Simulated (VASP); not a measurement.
# CoO (Fm-3m) in VASP: further runs, part 2 of 2

VASP 6.6.1. Earlier steps stand in the parts before.

### 3 Relaxation of cell and atoms, revPBE+D3(BJ), collinear spin, ferromagnetic start

File INCAR:

```
  PREC = Accurate
  ENCUT = 600
  EDIFF = 1E-6
  ISMEAR = -1
  SIGMA = 0.05
  LREAL = False
  LASPH = True
  NELM = 150
  ALGO = Normal
  ISIF = 3
  LWAVE = False
  LCHARG = False
  ISPIN = 2
  MAGMOM = 2 0
  LORBIT = 11
  LMAXMIX = 4
  GGA = RE
  IVDW = 12
  IBRION = 2
  NSW = 60
  EDIFFG = -0.01
```

File KPOINTS:

```
regular mesh
0
Gamma
  11 11 11
```

File POSCAR:

```
CoO
1.0
    0.0000000000      2.1315000000      2.1315000000
    2.1315000000      0.0000000000      2.1315000000
    2.1315000000      2.1315000000      0.0000000000
Co O
1 1
Direct
    0.0000000000      0.0000000000      0.0000000000
    0.5000000000      0.5000000000      0.5000000000
```

Potentials or basis: VASP PAW PBE potentials, release 64 (Co, O).

Command:

```
cat potpaw_PBE.64/Co/POTCAR potpaw_PBE.64/O/POTCAR > POTCAR
mpirun -np 1 vasp_std > vasp.out
```

OUTCAR:

```text
PREC = Accurate
   ENCUT = 600
   EDIFF = 1E-6
   ISMEAR = -1
   LREAL = False
   LASPH = True
   NELM = 150
   ISIF = 3
   ISPIN = 2
   LORBIT = 11
   GGA = RE
   IVDW = 12
   IBRION = 2
   NSW = 60
   EDIFFG = -0.01
 IVDW          = 12

 ion  position               nearest neighbor table
   1  0.000  0.000  0.000-   2 2.13   2 2.13   2 2.13   2 2.13   2 2.13   2 2.13
   2  0.500  0.500  0.500-   1 2.13   1 2.13   1 2.13   1 2.13   1 2.13   1 2.13

  LATTYP: Found a face centered cubic cell.
 ALAT       =     4.2630000000

  Lattice vectors:

 A1 = (   0.0000000000,   2.1315000000,   2.1315000000)
 A2 = (   2.1315000000,   0.0000000000,   2.1315000000)
 A3 = (   2.1315000000,   2.1315000000,   0.0000000000)

Analysis of symmetry for initial positions (statically):
[... 25 lines left out ...]
The dynamic configuration has the point symmetry O_h .

Analysis of structural, dynamic, and magnetic symmetry:
=====================================================================
 Subroutine PRICEL returns:
[... 7 lines left out ...]
 out of a pool of 48 trial point group operations.

The overall configuration has the point symmetry O_h .

 Subroutine INISYM returns: Found 48 space group operations
[... 5 lines left out ...]
                                     Primitive cell

  volume of cell :      19.3681

  direct lattice vectors                    reciprocal lattice vectors
     0.000000000  2.131500000  2.131500000    -0.234576589  0.234576589  0.234576589
     2.131500000  0.000000000  2.131500000     0.234576589 -0.234576589  0.234576589
     2.131500000  2.131500000  0.000000000     0.234576589  0.234576589 -0.234576589

  length of vectors
     3.014396208  3.014396208  3.014396208     0.406298571  0.406298571  0.406298571

  position of ions in fractional coordinates (direct lattice)
     0.000000000  0.000000000  0.000000000
     0.500000000  0.500000000  0.500000000

  ion indices of the primitive-cell ions
   primitive index   ion index
                 1           1
                 2           2

----------------------------------------------------------------------------------------

 KPOINTS: regular mesh

Automatic generation of k-mesh.
 Grid dimensions read from file:
 generate k-points for:   11   11   11
[... 98 lines left out ...]
  volume of cell :       19.37
 maximum number of plane-waves:       660
   NGX = 13   NGY = 13   NGZ = 13

--------------------------------------- Ionic step        1  -------------------------------------------

 number of electron      15.0000007 magnetization       2.9204993

 Free energy of the ion-electron system (eV)
  ---------------------------------------------------
  ext. energy  EPLUGINS =         0.00000000
  ---------------------------------------------------
  free energy    TOTEN  =       -12.33888495 eV

  energy without entropy =      -12.30425462  energy(sigma->0) =      -12.32156979

------------------------ aborting loop because EDIFF is reached ----------------------------------------

 Edisp (eV)   -1.00933

 E8    (eV) :    -0.6646
[... 111 lines left out ...]
--------------------------------------- Ionic step        4  -------------------------------------------

 number of electron      15.0000000 magnetization       2.8402926

 Free energy of the ion-electron system (eV)
  ---------------------------------------------------
  ext. energy  EPLUGINS =         0.00000000
  ---------------------------------------------------
  free energy    TOTEN  =       -12.31882947 eV

  energy without entropy =      -12.28483321  energy(sigma->0) =      -12.30183134

 E-fermi :   8.4774     XC(G=0): -12.4692

 val. band max:        8.4713006061   @ k =  -0.1818   0.2727   0.0909
 cond. band min:       8.4778655569   @ k =  -0.1818   0.2727   0.0909
 fundamental gap:      0.0065649508
 Fermi energy:         8.4774278516

 spin component 1

 k-point     1 :       0.0000    0.0000    0.0000
  band No.  band energies     occupation
      1     -12.0645      1.00000
      2       5.1932      1.00000
      3       5.1932      1.00000
      4       5.2297      1.00000
      5       5.2297      1.00000
      6       5.2297      1.00000
      7       5.3772      1.00000
      8       5.3772      1.00000
      9       5.3772      1.00000
     10       9.6929      0.00000
     11      25.5039      0.00000
     12      26.9136      0.00000
[... 333 lines left out ...]
      1     -11.2859      1.00000
      2       1.6517      1.00000
      3       2.7253      1.00000
      4       3.3499      1.00000
      5       5.7245      1.00000
      6       5.7549      1.00000
      7       6.5341      1.00000
      8       6.5363      1.00000
      9       8.2550      0.98843
     10      13.3747      0.00000
     11      20.2504      0.00000
     12      21.4560      0.00000

 [... further k-points ...]

 spin component 2

 k-point     1 :       0.0000    0.0000    0.0000
  band No.  band energies     occupation
      1     -11.5903      1.00000
      2       5.7675      1.00000
      3       5.7675      1.00000
      4       5.7675      1.00000
      5       7.3144      1.00000
      6       7.3145      1.00000
      7       7.3145      1.00000
      8       8.5655      0.14672
      9       8.5657      0.14619
     10      10.2100      0.00000
     11      25.3588      0.00000
     12      27.3703      0.00000
[... 378 lines left out ...]
  FREE ENERGIE OF THE ION-ELECTRON SYSTEM (eV)
  ---------------------------------------------------
  free  energy   TOTEN  =       -13.2176342544 eV

  energy  without entropy=      -13.1836380034  energy(sigma->0) =      -13.20063613

 reached required accuracy - stopping structural energy minimisation

 total charge

# of ion       s       p       d       tot
------------------------------------------
    1        0.302   0.377   7.167   7.846
    2        1.557   3.448   0.000   5.005
--------------------------------------------------
tot          1.859   3.825   7.167  12.850

 magnetization (x)

# of ion       s       p       d       tot
------------------------------------------
    1        0.021   0.018   2.478   2.516
    2        0.029   0.251   0.000   0.280
--------------------------------------------------
tot          0.050   0.269   2.478   2.796
```

It took 87 s on 1 thread of Intel Xeon Platinum 8259CL at 2.50GHz (Skylake/Cascade Lake), shared host; peak memory 0.18 GiB.

What came out:

| Item | Value |
| --- | --- |
| Free energy | -13.2176 eV |
| Relaxed volume | 9.35 Å³/atom |
| Relaxed cell | a = 2.980 Å, b = 2.980 Å, c = 2.980 Å, α = 60.00°, β = 60.00°, γ = 60.00° |
| Space group after relaxing (to 0.05 Å) | Fm-3m (No. 225) |
| Energy gained by relaxing | -65.3 meV/atom |
| Ionic steps | 4 |
| Pressure after relaxing | 0.0 GPa |
| Net moment | 2.84 μB per cell |
| Site moments | Co +2.52; O +0.28 μB |
| Valence electrons inside the program's atomic spheres | Co 7.85; O 5.00 |
| Dispersion energy per atom | -0.449 eV |

The path:
| step | energy change (eV) | largest force (eV/Å) | pressure (GPa) | volume (Å³) |
| --- | --- | --- | --- | --- |
| 1 | 0.0000 | 0.0000 | -6.36 | 19.37 |
| 2 | 0.1352 | 0.0000 | 3.77 | 18.31 |
| 3 | 0.1306 | 0.0000 | 0.19 | 18.69 |
| 4 | 0.1306 | 0.0000 | -0.04 | 18.70 |

Final structure:
```yaml
crystal:
  lattice:
    - [0.00000, 2.10689, 2.10689]
    - [2.10689, 0.00000, 2.10689]
    - [2.10689, 2.10689, 0.00000]
  atoms:
    - { symbol: Co, position: [0.00000, 0.00000, 0.00000] }
    - { symbol: O, position: [0.50000, 0.50000, 0.50000] }
```

Levels at points of the mesh, in eV from the Fermi level:
Spin up:
```csv
k point,band 6,band 7,band 8,band 9,band 10,band 11,band 12
"(0.00, 0.00, 0.00)",-3.25,-3.10,-3.10,-3.10,1.22,17.03,18.44
```
Spin down:
```csv
k point,band 2,band 3,band 4,band 5,band 6,band 7,band 8,band 9,band 10,band 11
"(0.00, 0.00, 0.00)",-2.71,-2.71,-2.71,-1.16,-1.16,-1.16,0.09,0.09,1.73,16.88
```

Caveat: the PAW data sets were made with another functional, which shifts forces and pressure a little; a cell with one magnetic atom can't hold antiferromagnetic order, which such compounds often take; semilocal functionals often make such compounds metallic where correlation or magnetic order opens a gap, which also shifts bond lengths; pairwise dispersion overbinds metals, which lowers pressure and volume. With open d or f shells a metallic result of revPBE can be an artefact of self-interaction; +U or a hybrid may open a gap.
